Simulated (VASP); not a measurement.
Set up this calculation in VASP 6.6.1, as the native input.

```
Task                   : single point
Functional             : PBEsol
Potentials or basis    : VASP PAW PBE potentials, release 64 (O)
Cutoff                 : 520 eV
k mesh                 : 10 × 10 × 10
Occupations            : fermi-dirac, width 0.02 eV
Spin                   : no spin polarisation
Dipole correction      : no
Further INCAR settings : ALGO = Normal; EDIFF = 1e-06; NBANDS = 13
```

The structure of O lies in POSCAR:

```
O
1.0
    1.4656497315      0.8700874312      3.4307511996
   -1.3810483127      0.8416204508      3.4022842192
    0.0176475812     -1.6094588821      3.3918645812
O
2
Direct
    0.0577000000      0.0577000000      0.0577000000
    0.9423000000      0.9423000000      0.9423000000
```

This cell differs from its parent crystal: equal xy, yz and zx shear strains of +2 %.

The input as run:

INCAR

```
  PREC = Accurate
  ENCUT = 520
  EDIFF = 1E-6
  ISMEAR = -1
  SIGMA = 0.02
  LREAL = F
  LASPH = T
  NELM = 100
  ALGO = Normal
  ISIF = 2
  LWAVE = F
  LCHARG = F
  GGA = PS
  NBANDS = 13
```

KPOINTS

```
Automatic mesh
0
Gamma
  10 10 10
```

Potentials or basis: VASP PAW PBE potentials, release 64 (O).

Launch:

```sh
$ cat potpaw_PBE.64/O/POTCAR > POTCAR
$ mpirun -np 1 vasp_std > vasp.out
```

Results of the run:

| Item | Value |
| --- | --- |
| Pressure | 5.9 GPa |
| Largest force | 3.924 eV/Å |
| Band gap on the k mesh | zero (band 6 reaches 1.17 eV, above the bottom of band 7 at -0.14 eV) |

Caveat: the cell differs from its parent crystal (equal xy, yz and zx shear strains of +2 %); the standard files for N, O and F lose accuracy on very short bonds; spin is off for a triplet molecule; the PAW data sets were made with another functional, which shifts forces and pressure a little.

Wall time 99 s on 1 thread of Intel(R) Xeon(R) Platinum 8488C (Sapphire Rapids), on a shared host, peak memory 0.24 GiB.
